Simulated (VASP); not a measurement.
Crystal: GaB3As4.

```
CELL_PARAMETERS angstrom
3.44108 0.00000 0.00000
0.00000 6.88217 0.00000
0.00000 0.00000 4.86643
ATOMIC_POSITIONS crystal
B 0.00000 0.75000 0.00000
B 0.50000 0.00000 0.50000
B 0.00000 0.25000 0.00000
As 0.50000 0.75000 0.25000
As 0.00000 0.00000 0.75000
As 0.50000 0.25000 0.25000
As 0.00000 0.50000 0.75000
Ga 0.50000 0.50000 0.50000
```

| Property | Result |
| --- | --- |
| Program | VASP 6.6.1 |
| Task | relaxation of cell and atoms |
| Functional | PBE |
| Potentials or basis | VASP PAW PBE potentials, release 64 (B, As, Ga_d) |
| Cutoff | 600 eV |
| k mesh | 6 × 4 × 6 |
| Occupations | fermi-dirac, width 0.02 eV |
| Spin | no spin polarisation |

At the start: pressure 20.7 GPa; volume 14.41 Å³/atom.

Task: How do energy, volume and symmetry change on relaxing?

Result: Over 19 steps the energy falls by 314.5 meV/atom and the volume is 16.08 Å³/atom (+11.6 %); space group Pmm2 (No. 25, to 0.05 Å).

Step by step:
```tsv
step	energy change (eV)	largest force (eV/Å)	pressure (GPa)	volume (Å³)
1	0.0000	6.2380	20.66	115.25
2	-1.3912	1.3801	-11.01	149.10
3	-2.2496	1.0890	-3.13	133.69
4	-2.2510	1.1676	-2.79	133.24
5	-2.2509	1.2350	-2.50	132.86
6	-2.4315	0.6621	-0.16	129.24
7	-2.4618	0.5865	1.52	127.05
8	-2.5082	0.2108	0.20	128.34
9	-2.5083	0.2173	0.26	128.29
10	-2.5146	0.1383	-0.26	128.89
11	-2.5146	0.1378	-0.22	128.86
12	-2.5157	0.0493	0.06	128.55
13	-2.5157	0.0516	0.05	128.55
14	-2.5160	0.0295	0.02	128.59
15	-2.5160	0.0316	-0.02	128.62
16	-2.5160	0.0320	-0.01	128.63
17	-2.5161	0.0076	0.01	128.61
18	-2.5161	0.0075	0.01	128.61
19	-2.5161	0.0018	-0.01	128.63
```

Final structure:
```
CELL_PARAMETERS angstrom
3.54287 0.00000 0.00000
0.00000 7.15862 0.00000
0.00000 0.00000 5.07184
ATOMIC_POSITIONS crystal
B 0.00000 0.76619 0.99974
B 0.50000 0.00000 0.49405
B 0.00000 0.23381 0.99974
As 0.50000 0.77638 0.23259
As 0.00000 0.00000 0.73294
As 0.50000 0.22362 0.23259
As 0.00000 0.50000 0.80868
Ga 0.50000 0.50000 0.49966
```
